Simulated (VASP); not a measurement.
The system is BiTe.

```xyz
4
Lattice="3.9133 0.0000 0.0000 0.0000 3.9133 0.0000 0.0000 0.0000 7.8266" Properties=species:S:1:pos:R:3 pbc="T T T"
Bi    0.0217   -0.1626    0.1523
Bi    0.0814    0.1188    3.9185
Te    2.0518    1.9332    1.8901
Te    1.8277    1.9146    5.8745
```

* Program: VASP 6.6.1
* Task: relaxation of cell and atoms
* Functional: PBE
* Potentials or basis: VASP PAW PBE potentials, release 64 (Bi_d, Te)
* Cutoff: 600 eV
* k mesh: 6 × 6 × 3
* Occupations: gaussian, width 0.05 eV
* Spin: no spin polarisation

At the start: pressure 1.2 GPa; volume 29.96 Å³/atom.

How do energy, volume and symmetry change on relaxing?

Over 67 steps the energy falls by 102.8 meV/atom and the volume is 33.87 Å³/atom (+13.0 %); space group P1 (No. 1, to 0.1 Å) before, Cmcm (No. 63, to 0.1 Å).

Step by step:
| step | energy change (eV) | largest force (eV/Å) | pressure (GPa) | volume (Å³) |
| --- | --- | --- | --- | --- |
| 1 | 0.0000 | 0.3545 | 1.17 | 119.86 |
| 3 | -0.0218 | 0.2307 | -0.52 | 123.30 |
| 5 | -0.0376 | 0.0836 | 0.08 | 121.82 |
| 7 | -0.0423 | 0.0799 | -0.08 | 122.16 |
| 9 | -0.0433 | 0.0598 | 0.09 | 121.77 |
| 11 | -0.0441 | 0.0438 | 0.10 | 121.77 |
| 13 | -0.0448 | 0.0398 | -0.12 | 122.27 |
| 15 | -0.0470 | 0.0471 | 0.00 | 122.12 |
| 17 | -0.0473 | 0.0740 | 0.13 | 122.00 |
| 19 | -0.0485 | 0.0740 | -0.24 | 123.05 |
| 21 | -0.0514 | 0.0993 | -0.15 | 123.10 |
| 23 | -0.0723 | 0.1950 | 0.68 | 123.27 |
| 25 | -0.0724 | 0.1974 | 0.79 | 123.28 |
| 27 | -0.0731 | 0.2019 | 0.86 | 123.35 |
| 29 | -0.0742 | 0.2109 | 0.95 | 123.52 |
| 31 | -0.0798 | 0.2157 | 0.78 | 124.02 |
| 33 | -0.0969 | 0.2392 | 0.25 | 126.06 |
| 35 | -0.1204 | 0.3854 | -1.15 | 134.22 |
| 37 | -0.1341 | 0.3569 | -0.65 | 132.64 |
| 39 | -0.1603 | 0.3359 | 0.01 | 133.62 |
| 41 | -0.1855 | 0.2462 | -0.06 | 134.25 |
| 43 | -0.2140 | 0.3770 | -0.50 | 136.53 |
| 45 | -0.2269 | 0.3098 | -0.29 | 135.38 |
| 47 | -0.2550 | 0.2991 | 0.29 | 134.17 |
| 49 | -0.2475 | 0.6502 | 0.15 | 137.10 |
| 51 | -0.3096 | 0.3712 | -0.12 | 135.92 |
| 53 | -0.3502 | 0.2814 | -0.09 | 136.28 |
| 55 | -0.3755 | 0.1781 | -0.04 | 135.79 |
| 57 | -0.3929 | 0.1672 | 0.21 | 134.72 |
| 59 | -0.3971 | 0.1418 | 0.16 | 134.77 |
| 61 | -0.4087 | 0.0539 | -0.19 | 135.70 |
| 63 | -0.4090 | 0.0310 | 0.37 | 134.26 |
| 65 | -0.4109 | 0.0234 | 0.04 | 135.13 |
| 67 | -0.4111 | 0.0192 | -0.07 | 135.47 |

Final structure:
```
Bi Te
1.0
     4.33748    0.57099    0.02179
     0.55764    4.33254    0.02047
    -0.02686   -0.03205    7.33292
Bi Te
2 2
Direct
  0.00441 0.99001 0.00235
  0.00470 0.99542 0.50286
  0.62650 0.61587 0.25355
  0.38210 0.37075 0.75344
```
